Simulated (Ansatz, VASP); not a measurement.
**Si2C: VASP beside Ansatz**

The input INCAR:

```
ALGO = Normal
EDIFF = 1E-7
ENCUT = 520
GGA = PE
ISIF = 2
ISMEAR = 0
ISPIN = 2
LASPH = True
LCHARG = False
LORBIT = 11
LREAL = False
LWAVE = False
MAGMOM = 0 0 0 0 1 1
NBANDS = 25
NELM = 150
PREC = Accurate
SIGMA = 0.1
```

KPOINTS

```
k-points
0
Gamma
  6 6 2
```

The input POSCAR:

```
Si2C
1.0
    3.1036163001      0.0000000000      0.0000000000
   -1.5518081501      2.6878105595      0.0000000000
    0.0000000000      0.0000000000      9.8925743890
Si C
4 2
Direct
    0.3333333333      0.6666666667      0.3939555277
    0.3333333333      0.6666666667      0.8283008582
    0.6666666667      0.3333333333      0.1716991418
    0.6666666667      0.3333333333      0.6060444723
    0.3333333333      0.6666666667      0.1538233432
    0.6666666667      0.3333333333      0.8461766568
```

Input for Ansatz:

```yaml
crystal:
  lattice:
    - [3.1036163001, 0.0, 0.0]
    - [-1.5518081501, 2.6878105595, 0.0]
    - [0.0, 0.0, 9.892574389]
  atoms:
    - { symbol: Si, position: [0.3333333333, 0.6666666667, 0.3939555277] }
    - { symbol: Si, position: [0.3333333333, 0.6666666667, 0.8283008582] }
    - { symbol: Si, position: [0.6666666667, 0.3333333333, 0.1716991418] }
    - { symbol: Si, position: [0.6666666667, 0.3333333333, 0.6060444723] }
    - { symbol: C, position: [0.3333333333, 0.6666666667, 0.1538233432], spin: 1.0 }
    - { symbol: C, position: [0.6666666667, 0.3333333333, 0.8461766568], spin: 1.0 }
basis:
  ecutwfc: 420
kpoints:
  mp_grid: { grid: [6, 6, 2] }
hamiltonian:
  xc: pbe
scf:
  occupations: { method: gaussian, width: 0.1 }
  lower_state_search: "off"
output:
  forces: true
  stress: true
  eigenvalues: true
  populations: true
magnetization:
  spin_polarized: true
```

Alike in both runs: task single point; functional PBE; k mesh 6 × 6 × 2; occupations gaussian, width 0.1 eV; collinear spin.

|  | VASP | Ansatz |
| --- | --- | --- |
| version | VASP 6.6.1 | Ansatz 0.2.0 |
| potentials or method | VASP PAW PBE potentials, release 64 (Si, C), cutoff 520 eV | scalar-relativistic, plane waves, PAW |
| valence electrons in the cell | 24 | 24 |

|  | VASP | Ansatz | Ansatz less VASP |
| --- | --- | --- | --- |
| gap on the k mesh at the Fermi level (eV) | none | none | - |
| pressure (GPa) | -0.3 | -0.2 | +0.07 |
| traceless stress, the component that is largest in VASP (GPa) | 0.22 | 0.19 | -0.036 |
| rms of the force components (eV/Å) | 0.006 | 0.004 | -0.0012 |
| net moment per atom (μB) | 0.00 | 0.00 | 0.000 |

Atom by atom the forces differ by 0.003 eV/Å (rms over components). A gap of «none» marks a metal or a gap that the smearing closes. Ansatz's warnings: seeded moment not kept.

The k mesh is coarse, so the values compare programs but aren't converged.
